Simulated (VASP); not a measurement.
# LiCl (Fm-3m) in VASP: notebook, part 2 of 2

VASP 6.6.1. The steps go on from the part before.

**4. Electric field gradients, PBE**

This run uses another cell than the first one: it holds 16 atoms, not 2.

INCAR

```
SYSTEM = LiCl
  PREC = Accurate
  ENCUT = 520
  EDIFF = 1E-8
  ISMEAR = 0
  SIGMA = 0.01
  LREAL = Auto
  LASPH = .True.
  NELM = 100
  ALGO = Normal
  ISIF = 2
  LWAVE = .False.
  LCHARG = .False.
  GGA = PE
  LEFG = .True.
  NBANDS = 54
```

KPOINTS

```
Automatic mesh
0
Gamma
  3 3 3
  0 0 0
```

POSCAR

```
LiCl
1.0
    0.0000000000      5.1295400000      5.1295400000
    5.1295400000      0.0000000000      5.1295400000
    5.1295400000      5.1295400000      0.0000000000
Li Cl
8 8
Direct
    0.0000000000      0.0000000000      0.0000000000
    0.0000000000      0.0000000000      0.5000000000
    0.0000000000      0.5000000000      0.0000000000
    0.0000000000      0.5000000000      0.5000000000
    0.5000000000      0.0000000000      0.0000000000
    0.5000000000      0.0000000000      0.5000000000
    0.5000000000      0.5000000000      0.0000000000
    0.5000000000      0.5000000000      0.5000000000
    0.2500000000      0.2500000000      0.2500000000
    0.2500000000      0.2500000000      0.7500000000
    0.2500000000      0.7500000000      0.2500000000
    0.2500000000      0.7500000000      0.7500000000
    0.7500000000      0.2500000000      0.2500000000
    0.7500000000      0.2500000000      0.7500000000
    0.7500000000      0.7500000000      0.2500000000
    0.7500000000      0.7500000000      0.7500000000
```

Potentials or basis: VASP PAW PBE potentials, release 64 (Li_sv, Cl).

Run with:

```bash
> cat potpaw_PBE.64/Li_sv/POTCAR potpaw_PBE.64/Cl/POTCAR > POTCAR
> mpirun -np 1 vasp_std > vasp.out
```

OUTCAR:

```text
SYSTEM = LiCl
   PREC = Accurate
   ENCUT = 520
   EDIFF = 1E-8
   ISMEAR = 0
   LREAL = Auto
   LASPH = .True.
   NELM = 100
   ISIF = 2
   GGA = PE

 ion  position               nearest neighbor table
   1  0.000  0.000  0.000-  10 2.56  11 2.56  12 2.56  13 2.56  14 2.56  15 2.56
   2  0.000  0.000  0.500-   9 2.56  11 2.56  12 2.56  13 2.56  14 2.56  16 2.56
   3  0.000  0.500  0.000-   9 2.56  10 2.56  12 2.56  13 2.56  15 2.56  16 2.56
   4  0.000  0.500  0.500-   9 2.56  10 2.56  11 2.56  14 2.56  15 2.56  16 2.56
   5  0.500  0.000  0.000-   9 2.56  10 2.56  11 2.56  14 2.56  15 2.56  16 2.56
   6  0.500  0.000  0.500-   9 2.56  10 2.56  12 2.56  13 2.56  15 2.56  16 2.56
[... 8 lines left out ...]
  15  0.750  0.750  0.250-   1 2.56   3 2.56   4 2.56   5 2.56   6 2.56   8 2.56
  16  0.750  0.750  0.750-   2 2.56   3 2.56   4 2.56   5 2.56   6 2.56   7 2.56
[... 6 lines left out ...]
 A1 = (   0.0000000000,   5.1295400000,   5.1295400000)
 A2 = (   5.1295400000,   0.0000000000,   5.1295400000)
 A3 = (   5.1295400000,   5.1295400000,   0.0000000000)

Analysis of symmetry for initial positions (statically):
=====================================================================
 Subroutine PRICEL returns following result:

  LATTYP: Found a face centered cubic cell.
 ALAT       =     5.1295400000

  Lattice vectors:

 A1 = (   0.0000000000,   2.5647700000,   2.5647700000)
 A2 = (   2.5647700000,   0.0000000000,   2.5647700000)
 A3 = (   2.5647700000,   2.5647700000,   0.0000000000)

   8 primitive cells build up your supercell.

 Routine SETGRP: Setting up the symmetry group for a
 face centered cubic supercell.

 Subroutine GETGRP returns: Found 48 space group operations
 (whereof 48 operations were pure point group operations)
 out of a pool of 48 trial point group operations.

The static configuration has the point symmetry O_h .

[... 391 lines left out ...]
  volume of cell :      269.94
      direct lattice vectors                 reciprocal lattice vectors
     0.000000000  5.129540000  5.129540000    -0.097474627  0.097474627  0.097474627
     5.129540000  0.000000000  5.129540000     0.097474627 -0.097474627  0.097474627
     5.129540000  5.129540000  0.000000000     0.097474627  0.097474627 -0.097474627

 POSITION                                       TOTAL-FORCE (eV/Angst)
 -----------------------------------------------------------------------------------
      0.00000      0.00000      0.00000         0.000000     -0.000000      0.000000
      2.56477      2.56477      0.00000        -0.000000      0.000000     -0.000000
      2.56477      0.00000      2.56477         0.000000      0.000000      0.000000
      5.12954      2.56477      2.56477        -0.000000      0.000000      0.000000
      0.00000      2.56477      2.56477        -0.000000     -0.000000     -0.000000
      2.56477      5.12954      2.56477         0.000000      0.000000     -0.000000
[... 8 lines left out ...]
      5.12954      5.12954      7.69431         0.000000      0.000000      0.000000
      7.69431      7.69431      7.69431         0.000000      0.000000     -0.000000
 -----------------------------------------------------------------------------------
    total drift:                                0.000000     -0.000000      0.000000

  FREE ENERGIE OF THE ION-ELECTRON SYSTEM (eV)
  ---------------------------------------------------
  free  energy   TOTEN  =       -59.0844884331 eV

  energy  without entropy=      -59.0844884331  energy(sigma->0) =      -59.08448843

 Electric field gradients (V/A^2)
---------------------------------------------------------------------
 ion       V_xx      V_yy      V_zz      V_xy      V_xz      V_yz
---------------------------------------------------------------------
   1      -0.000    -0.000    -0.000     0.007     0.007     0.007
   2      -0.000    -0.000     0.000     0.007     0.007     0.007
   3       0.000    -0.000     0.000     0.007     0.007     0.007
   4      -0.000    -0.000    -0.000     0.007     0.007     0.007
   5      -0.000    -0.000     0.000     0.007     0.007     0.007
   6      -0.000    -0.000     0.000     0.007     0.007     0.007
[... 8 lines left out ...]
  15      -0.000     0.000    -0.000     0.000     0.000     0.000
  16      -0.000     0.000    -0.000     0.000     0.000     0.000
---------------------------------------------------------------------

 Electric field gradients after diagonalization (V/A^2)
 (convention: |V_zz| > |V_xx| > |V_yy|)
----------------------------------------------------------------------
 ion       V_xx      V_yy      V_zz     asymmetry (V_yy - V_xx)/ V_zz
----------------------------------------------------------------------
   1      -0.007    -0.007     0.013       0.000
   2      -0.007    -0.007     0.013       0.000
   3      -0.007    -0.007     0.013       0.000
   4      -0.007    -0.007     0.013       0.000
   5      -0.007    -0.007     0.013       0.000
   6      -0.007    -0.007     0.013       0.000
[... 8 lines left out ...]
  15      -0.000    -0.000     0.001       0.000
  16      -0.000    -0.000     0.001       0.000
----------------------------------------------------------------------

           NMR quadrupolar parameters

 Cq : quadrupolar parameter    Cq=e*Q*V_zz/h
 eta: asymmetry parameters     (V_yy - V_xx)/ V_zz
 Q  : nuclear electric quadrupole moment in mb (millibarn)
----------------------------------------------------------------------
 ion       Cq(MHz)       eta       Q (mb)
----------------------------------------------------------------------
   1       0.000       0.000       1.000
   2       0.000       0.000       1.000
   3       0.000       0.000       1.000
   4       0.000       0.000       1.000
   5       0.000       0.000       1.000
   6       0.000       0.000       1.000
[... 8 lines left out ...]
  15       0.000       0.000       1.000
  16       0.000       0.000       1.000
----------------------------------------------------------------------
```

OSZICAR:

```text
N       E                     dE             d eps       ncg     rms          rms(c)
DAV:   1     0.692627151797E+03    0.69263E+03   -0.33733E+04   432   0.146E+03
DAV:   2     0.240930017511E+02   -0.66853E+03   -0.62380E+03   544   0.349E+02
DAV:   3    -0.520907902453E+02   -0.76184E+02   -0.75835E+02   590   0.108E+02
DAV:   4    -0.587530362663E+02   -0.66622E+01   -0.66244E+01   776   0.322E+01
DAV:   5    -0.595850586114E+02   -0.83202E+00   -0.83167E+00   656   0.695E+00    0.679E+00
DAV:   6    -0.590266183835E+02    0.55844E+00   -0.14697E+00   544   0.418E+00    0.509E+00
DAV:   7    -0.590499242398E+02   -0.23306E-01   -0.64929E-01   696   0.233E+00    0.256E+00
DAV:   8    -0.590821809917E+02   -0.32257E-01   -0.86064E-02   612   0.104E+00    0.224E-01
DAV:   9    -0.590833743080E+02   -0.11933E-02   -0.56371E-03   594   0.262E-01    0.122E-01
DAV:  10    -0.590844641967E+02   -0.10899E-02   -0.18016E-03   620   0.173E-01    0.317E-02
DAV:  11    -0.590844850904E+02   -0.20894E-04   -0.58195E-05   680   0.306E-02    0.433E-03
DAV:  12    -0.590844868178E+02   -0.17274E-05   -0.45216E-06   572   0.860E-03    0.160E-03
DAV:  13    -0.590844885248E+02   -0.17070E-05   -0.44808E-07   602   0.263E-03    0.937E-04
DAV:  14    -0.590844885040E+02    0.20891E-07   -0.33025E-08   488   0.866E-04    0.426E-04
DAV:  15    -0.590844884613E+02    0.42694E-07   -0.14673E-08   408   0.486E-04    0.170E-04
DAV:  16    -0.590844884490E+02    0.12282E-07   -0.24779E-09   368   0.266E-04    0.137E-04
DAV:  17    -0.590844884341E+02    0.14907E-07   -0.49626E-10   360   0.149E-04    0.341E-05
DAV:  18    -0.590844884331E+02    0.98134E-09   -0.11385E-10   360   0.908E-05
   1 F= -.59084488E+02 E0= -.59084488E+02  d E =-.317579E-28
```

stdout:

```text
POSCAR found type information on POSCAR LiCl
 POSCAR found :  2 types and      16 ions
 scaLAPACK will be used
 LDA part: xc-table for (Slater+PW92), standard interpolation
 POSCAR, INCAR and KPOINTS ok, starting setup
 FFT: planning ... GRIDC
 FFT: planning ... GRID_SOFT
 FFT: planning ... GRID
 WAVECAR not read
 entering main loop
ion   1

ion   2

ion   3

ion   4

ion   5

ion   6

ion   7

ion   8

ion   9

ion  10

ion  11

ion  12

ion  13

ion  14

ion  15

ion  16
```

Run time: 67 s. Hardware: 1 thread of Intel Xeon 6975P-C (Granite Rapids), shared host; peak memory 0.36 GiB.

What came out:

- Free energy: -59.0845 eV
- Band gap on the k mesh: 6.34 eV

Caveat: without QUAD_EFG the Cq values of the log hold for a quadrupole moment of 1 mb, not for the nuclei.

**5. Summary**

| level | cell | k mesh | smearing | gap on the mesh (eV) |
| --- | --- | --- | --- | --- |
| PBE+D3(BJ) | a = 3.627 Å, angles 60.0°, 2 atoms | 9 × 9 × 9 | fermi-dirac 0.02 eV | 6.34 |
| PBE | a = 3.627 Å, angles 60.0°, 2 atoms | 9 × 9 × 9 | fermi-dirac 0.02 eV | 6.34 |
| PBE | a = 7.254 Å, angles 60.0°, 16 atoms | 3 × 3 × 3 | gaussian 0.01 eV | 6.34 |

Alike in all rows: task electric field gradients; potentials or basis VASP PAW PBE potentials, release 64 (Li_sv, Cl); no spin polarisation; cutoff (eV) 520.

Caveats: three body term missing (some runs).

Total energies depend on the potentials used, so only differences within one code and one set of settings carry meaning.
